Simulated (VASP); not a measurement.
Here is a VASP 6.6.1 calculation.

Contents of POSCAR:

```
Ag
1.0
    0.0000000000      2.0520775141      2.0520775141
    2.0520775141      0.0000000000      2.0520775141
    2.0520775141      2.0520775141      0.0000000000
Ag
1
Direct
    0.0000000000      0.0000000000      0.0000000000
```

INCAR.step1

```
SYSTEM = Ag
ALGO = Normal ; EDIFF = 1E-4
ENCUT = 520 ; GGA = PE
ISMEAR = 0 ; LASPH = .True.
LCHARG = .False. ; LREAL = .False.
LWAVE = .True. ; NBANDS = 12
NELM = 60 ; PREC = Accurate
SIGMA = 0.1
```

INCAR.step2

```
SYSTEM = Ag
ALGO = Normal ; EDIFF = 1E-6
ENCUT = 520 ; ISIF = 2
ISMEAR = 0 ; ISTART = 1
LASPH = .True. ; LCHARG = .False.
LMIXTAU = .True. ; LREAL = .False.
LWAVE = .False. ; METAGGA = R2SCAN
NBANDS = 12 ; NELM = 60
PREC = Accurate ; SIGMA = 0.1
```

Contents of KPOINTS:

```
k-points
0
Gamma
  18 18 18
  0 0 0
```

Potentials or basis: VASP PAW PBE potentials, release 64 (Ag).

Launch:

```sh
$ cat potpaw_PBE.64/Ag/POTCAR > POTCAR
$ cp INCAR.step1 INCAR
$ mpirun -np 1 vasp_std > vasp.out
$ cp INCAR.step2 INCAR
$ mpirun -np 1 vasp_std > vasp.out
```

Problem. What does it give for the pressure?

Solution. 0.1 GPa.

Caveat: the PAW data sets were made with another functional, which shifts forces and pressure a little.
